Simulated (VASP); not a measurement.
# MgO (Pm-3m) in VASP: G0W0 quasiparticle levels with PBE

Aim: the G0W0 quasiparticle levels of MgO with PBE.

All numbers are computed with VASP 6.6.1; they aren't measurements. Logs are shortened: lines on timing, memory, paths and dates and some standing lists are left out, and cuts for length are marked.

### 1 The cell of the first run

Symmetry: Pm-3m, No. 221, cubic system. The conventional cell has a = 2.623 Å, b = 2.623 Å, c = 2.623 Å, α = 90.00°, β = 90.00°, γ = 90.00°. Within 3.0 Å of Mg (site symmetry m-3m) lie 8 O at 2.27 Å and 6 Mg at 2.62 Å. O (site symmetry m-3m) has 8 Mg at 2.27 Å and 6 O at 2.62 Å within 3.0 Å.

### 2 G0W0 quasiparticle levels, PBE

Contents of POSCAR:

```
MgO
1.0
    2.6233491281      0.0000000000      0.0000000000
    0.0000000000      2.6233491281      0.0000000000
    0.0000000000      0.0000000000      2.6233491281
Mg O
1 1
Direct
    0.0000000000      0.0000000000      0.0000000000
    0.5000000000      0.5000000000      0.5000000000
```

Contents of INCAR.step1:

```
SYSTEM = MgO
  PREC = Accurate
  ENCUT = 500
  EDIFF = 1E-8
  ISMEAR = 0
  SIGMA = 0.01
  LREAL = .FALSE.
  LASPH = .TRUE.
  NELM = 80
  ALGO = Normal
  LWAVE = .TRUE.
  LCHARG = .FALSE.
  GGA = PE
```

Contents of INCAR.step2:

```
SYSTEM = MgO
  PREC = Accurate
  ENCUT = 500
  EDIFF = 1E-8
  ISMEAR = 0
  SIGMA = 0.01
  LREAL = .FALSE.
  LASPH = .TRUE.
  NELM = 1
  ALGO = Exact
  LWAVE = .TRUE.
  LCHARG = .FALSE.
  GGA = PE
  NBANDS = 71
  LOPTICS = .TRUE.
  ISTART = 1
```

Contents of INCAR.step3:

```
SYSTEM = MgO
  PREC = Accurate
  ENCUT = 500
  EDIFF = 1E-8
  ISMEAR = 0
  SIGMA = 0.01
  LREAL = .FALSE.
  LASPH = .TRUE.
  ALGO = EVGW0
  LWAVE = .FALSE.
  LCHARG = .FALSE.
  GGA = PE
  NELMGW = 1
  NBANDS = 71
  ENCUTGW = 140.0
  NOMEGA = 96
  PRECFOCK = Fast
  ISTART = 1
  NBANDSGW = 12
  OMEGAMAX = 20
```

Contents of KPOINTS:

```
regular mesh
0
G
  6 6 6
  0 0 0
```

Potentials or basis: VASP PAW PBE potentials, release 64 (Mg_GW, O_GW).

Command:

```sh
$ cat potpaw_PBE.64/Mg_GW/POTCAR potpaw_PBE.64/O_GW/POTCAR > POTCAR
$ cp INCAR.step1 INCAR
$ mpirun -np 1 vasp_std > vasp.out
$ cp INCAR.step2 INCAR
$ mpirun -np 1 vasp_std > vasp.out
$ cp INCAR.step3 INCAR
$ mpirun -np 1 vasp_std > vasp.out
```

OUTCAR:

```text
SYSTEM = MgO
   PREC = Accurate
   ENCUT = 500
   EDIFF = 1E-8
   ISMEAR = 0
   LREAL = .FALSE.
   LASPH = .TRUE.
   GGA = PE
   NELMGW = 1
   ENCUTGW = 140.0
   PRECFOCK = Fast
   ISTART = 1

 ion  position               nearest neighbor table
   1  0.000  0.000  0.000-
   2  0.500  0.500  0.500-

  LATTYP: Found a simple cubic cell.
 ALAT       =     2.6233491281

  Lattice vectors:

 A1 = (   2.6233491281,   0.0000000000,   0.0000000000)
 A2 = (   0.0000000000,   2.6233491281,   0.0000000000)
 A3 = (   0.0000000000,   0.0000000000,   2.6233491281)

Analysis of symmetry for initial positions (statically):
=====================================================================
 Subroutine PRICEL returns:
 Original cell was already a primitive cell.

 Routine SETGRP: Setting up the symmetry group for a
 simple cubic supercell.

 Subroutine GETGRP returns: Found 48 space group operations
 (whereof 48 operations were pure point group operations)
 out of a pool of 48 trial point group operations.

The static configuration has the point symmetry O_h .

Analysis of symmetry for dynamics (positions and initial velocities):
=====================================================================
 Subroutine PRICEL returns:
 Original cell was already a primitive cell.

 Routine SETGRP: Setting up the symmetry group for a
 simple cubic supercell.

 Subroutine GETGRP returns: Found 48 space group operations
 (whereof 48 operations were pure point group operations)
 out of a pool of 48 trial point group operations.

The dynamic configuration has the point symmetry O_h .

 Subroutine INISYM returns: Found 48 space group operations
 (whereof 48 operations are pure point group operations),
 and found     1 'primitive' translations

----------------------------------------------------------------------------------------

                                     Primitive cell

  volume of cell :      18.0538

  direct lattice vectors                    reciprocal lattice vectors
     2.623349128  0.000000000  0.000000000     0.381192114  0.000000000  0.000000000
     0.000000000  2.623349128  0.000000000     0.000000000  0.381192114  0.000000000
     0.000000000  0.000000000  2.623349128     0.000000000  0.000000000  0.381192114

  length of vectors
     2.623349128  2.623349128  2.623349128     0.381192114  0.381192114  0.381192114

  position of ions in fractional coordinates (direct lattice)
     0.000000000  0.000000000  0.000000000
     0.500000000  0.500000000  0.500000000

  ion indices of the primitive-cell ions
   primitive index   ion index
                 1           1
                 2           2

----------------------------------------------------------------------------------------

 KPOINTS: regular mesh

Automatic generation of k-mesh.
 Grid dimensions read from file:
 generate k-points for:    6    6    6

 Generating k-lattice:

  Cartesian coordinates                     Fractional coordinates (reciprocal lattice)
     0.063532019  0.000000000  0.000000000     0.166666667  0.000000000  0.000000000
     0.000000000  0.063532019  0.000000000     0.000000000  0.166666667  0.000000000
     0.000000000  0.000000000  0.063532019     0.000000000  0.000000000  0.166666667

  Length of vectors
     0.063532019  0.063532019  0.063532019

  Shift w.r.t. Gamma in fractional coordinates (k-lattice)
     0.000000000  0.000000000  0.000000000

 Subroutine IBZKPT returns following result:
 ===========================================

 Found     20 irreducible k-points:

 Following reciprocal coordinates:
            Coordinates               Weight
  0.000000  0.000000  0.000000      1.000000
  0.166667  0.000000  0.000000      6.000000
  0.333333  0.000000  0.000000      6.000000
  0.500000  0.000000  0.000000      3.000000
  0.166667  0.166667  0.000000     12.000000
  0.333333  0.166667  0.000000     24.000000
[... 12 lines left out ...]
  0.500000  0.500000  0.333333      6.000000
  0.500000  0.500000  0.500000      1.000000
   k-points           NKPTS =     20   k-points in BZ     NKDIM =    216   number of bands    NBANDS=     71
   number of dos      NEDOS =    301   number of ions     NIONS =      2
   total plane-waves  NPLWV =   8000
   dimension x,y,z NGX =    20 NGY =   20 NGZ =   20
   dimension x,y,z NGXF=    40 NGYF=   40 NGZF=   40
   ions per type =               1   1
   NGX,Y,Z   is equivalent  to a cutoff of  12.67, 12.67, 12.67 a.u.
   NGXF,Y,Z  is equivalent  to a cutoff of  25.35, 25.35, 25.35 a.u.
 SYSTEM =  MgO
   PREC   = accura    normal or accurate (medium, high low for compatibility)
   ISTART =      1    job   : 0-new  1-cont  2-samecut
   ICHARG =      0    charge: 1-file 2-atom 10-const
   ISPIN  =      1    spin polarized calculation?
   LNONCOLLINEAR =      F non collinear calculations
   LSORBIT =      F    spin-orbit coupling
   LASPH  =      T    aspherical Exc in radial PAW
   ENCUT  =  500.0 eV  36.75 Ry    6.06 a.u.   4.78  4.78  4.78*2*pi/ulx,y,z
   NELM   =     60;   NELMIN=  2; NELMDL=  0     # of ELM steps
   EDIFF  = 0.1E-07   stopping-criterion for ELM
   LREAL  =      F    real-space projection
   EDIFFG = 0.1E-06   stopping-criterion for IOM
   NSW    =      0    number of steps for IOM
   IBRION =     -1    ionic relax: 0-MD 1-quasi-New 2-CG
   NFREE  =      0    steps in history (QN), initial steepest desc. (CG)
   ISIF   =      0    stress and relaxation
   ISYM   =      3    0-nonsym 1-usesym 2-fastsym
   POTIM  = 0.5000    time-step for ionic-motion
   TEBEG  =    0.0;   TEEND  =   0.0 temperature during run
   PSTRESS=    0.0 pullay stress
   NELECT =       8.0000    total number of electrons
   NUPDOWN=      -1.0000    fix difference up-down
   EMIN   =  10.00;   EMAX   =-10.00  energy-range for DOS
   EFERMI =   0.00;   METHOD = LEGACY
   ISMEAR =     0;   SIGMA  =   0.01  broadening in eV -4-tet -1-fermi 0-gaus
   EFERMI_NEDOS =   21; number of points for ismear=-14 and -15
   IALGO  =     38    algorithm
   IMIX   =      4    mixing-type and parameters
     AMIX     =   0.40;   BMIX     =  1.00
     AMIX_MAG =   1.60;   BMIX_MAG =  1.00
  volume/ion in A,a.u.               =       9.03        60.92
  Fermi-wavevector in a.u.,A,eV,Ry     =   1.248098  2.358563 21.194461  1.557749
  Thomas-Fermi vector in A             =   2.382200
   LORBIT       =      0    0 simple, 1 ext, 2 COOP (PROOUT), +10 PAW based schemes
   GGA     = PE    functional components
   LHFCALC =     T    Hartree Fock is set to
   PRECFOCK=fast      Normal, Fast or Accurate (Low or Medium for compatibility)
   ENCUT4O =  -1.0   cutoff for four orbital integrals eV
   NKREDX  =     1    reduce k-point grid by
   NKREDY  =     1    reduce k-point grid by
   NKREDZ  =     1    reduce k-point grid by
   AEXX    =    1.0000 exact exchange contribution
   HFSCREEN=    0.0000 screening length (either q_TF or 0.3 A-1)
   HFSCREENC=   0.0000 screening length for correlation (either q_TF or 0.3 A-1)
   ENCUTFOCK=  -1.0 apply spherical cutoff to Coloumb kernel
   IVDW    =     0    specifies the selected vdW correction
   LEPSILON=     F    determine dielectric tensor
   LRPA    =     F    only Hartree local field effects (RPA)
   LRPAFORCE           =     F    calculate RPA forces
   ENCUTGW             = 140.0    cutoff for response function in eV
   ENCUTGWSOFT         = 112.0    soft cutoff for Coulomb kernel in GW response function in eV
   ENCUTLF             =  -1.0    cutoff for local field effects
   NELMGW              =     1    number of iterations in solving QP/BSE equation
   NELMHF              =     1    number of iterations in the inner HF iteration
   NKREDLFX            =     1    NKREDLFY  =   1   NKREDLFZ  =   1
 non-spin polarized calculation
 Gauss-broadening in eV      SIGMA  =   0.01
  energy-cutoff  :      500.00
  volume of cell :       18.05
 maximum number of plane-waves:       480
 NGX is ok and might be reduce to    20
  NGX = 12; NGY = 12; NGZ = 12
   NGX =  9   NGY =  9   NGZ =  9
 maximum number of plane-waves:        81

 QP shifts <psi_nk| G(iteration)W_0 |psi_nk>: iteration 1
 for sc-GW calculations column KS-energies equals QP-energies in previous step
 and V_xc(KS)=  KS-energies - (<T + V_ion + V_H > + <T+V_H+V_ion>^1  + <V_x>^1)

 k-point   1 :       0.0000    0.0000    0.0000
  band No.  KS-energies  QP-energies   sigma(KS)   V_xc(KS)     V^pw_x(r,r')   Z            occupation Imag(sigma)

      1     -13.4756     -15.1645     -20.4631     -17.8899     -29.6708       0.6563       2.0000       1.0666
      2       4.1011       3.0847     -20.5552     -19.2292     -24.5966       0.7664       2.0000       0.0569
      3       4.1011       3.0847     -20.5552     -19.2292     -24.5966       0.7664       2.0000       0.0569
      4       4.1011       3.0847     -20.5552     -19.2292     -24.5966       0.7664       2.0000       0.0569
      5       7.7376       8.8217     -10.9401     -12.2522      -7.7462       0.8262       0.0000      -0.0423
      6      15.5963      16.5734      -7.7742      -8.9616      -3.3018       0.8229       0.0000      -0.0633
      7      15.5963      16.5734      -7.7742      -8.9616      -3.3018       0.8229       0.0000      -0.0633
      8      25.4707      26.9824      -9.6770     -11.5933      -3.5858       0.7889       0.0000      -0.7007
      9      25.4707      26.9824      -9.6770     -11.5933      -3.5858       0.7889       0.0000      -0.7007
     10      25.4707      26.9824      -9.6770     -11.5933      -3.5858       0.7889       0.0000      -0.7007
     11      32.7805      34.2619      -7.9443      -9.7229      -2.5276       0.8329       0.0000      -0.6780
     12      32.7805      34.2619      -7.9443      -9.7229      -2.5276       0.8329       0.0000      -0.6780

 k-point   2 :       0.1667    0.0000    0.0000
  band No.  KS-energies  QP-energies   sigma(KS)   V_xc(KS)     V^pw_x(r,r')   Z            occupation Imag(sigma)
[... 289 lines left out ...]
      1     -10.4840     -12.2276     -22.9636     -20.5564     -31.8959       0.7243       2.0000       1.0719
      2       1.4473       0.1761     -18.9121     -17.2015     -23.3710       0.7432       2.0000       0.0852
      3       1.4473       0.1761     -18.9121     -17.2015     -23.3710       0.7432       2.0000       0.0852
      4       1.4473       0.1761     -18.9121     -17.2015     -23.3710       0.7432       2.0000       0.0852
      5      12.6478      13.6753      -7.6569      -8.9010      -3.4279       0.8259       0.0000      -0.0549
      6      12.6478      13.6753      -7.6569      -8.9010      -3.4279       0.8259       0.0000      -0.0549
      7      12.6478      13.6753      -7.6569      -8.9010      -3.4279       0.8259       0.0000      -0.0549
      8      21.5701      22.7849      -7.0147      -8.5534      -1.5789       0.7895       0.0000      -0.3597
      9      24.0922      25.7362     -12.4297     -14.5626      -6.2794       0.7707       0.0000      -0.4998
     10      24.0922      25.7362     -12.4297     -14.5626      -6.2794       0.7707       0.0000      -0.4998
     11      24.0922      25.7362     -12.4297     -14.5626      -6.2794       0.7707       0.0000      -0.4998
     12      41.8937      44.7377     -10.6729     -13.7506      -4.5937       0.9241       0.0000      -2.0987
```

Wall time 2.4 min (1 thread of Intel Xeon Platinum 8259CL at 2.50GHz (Skylake/Cascade Lake), shared host); peak memory 0.32 GiB.

Results:

```yaml
Quasiparticle_gap: 4.58 eV
Least_direct_quasiparticle_gap: 5.74 eV
Band_gap_of_the_starting_levels_on_the_mesh: 2.62 eV
Least_direct_gap_of_the_starting_levels_on_the_mesh: 3.64 eV
```

Caveat: the k points lie up to 0.40 Å⁻¹ apart; bands, screening cutoff and mesh are small and nothing is extrapolated, so the quasiparticle values aren't converged; the structure was generated, so it needn't be the stable form of MgO.
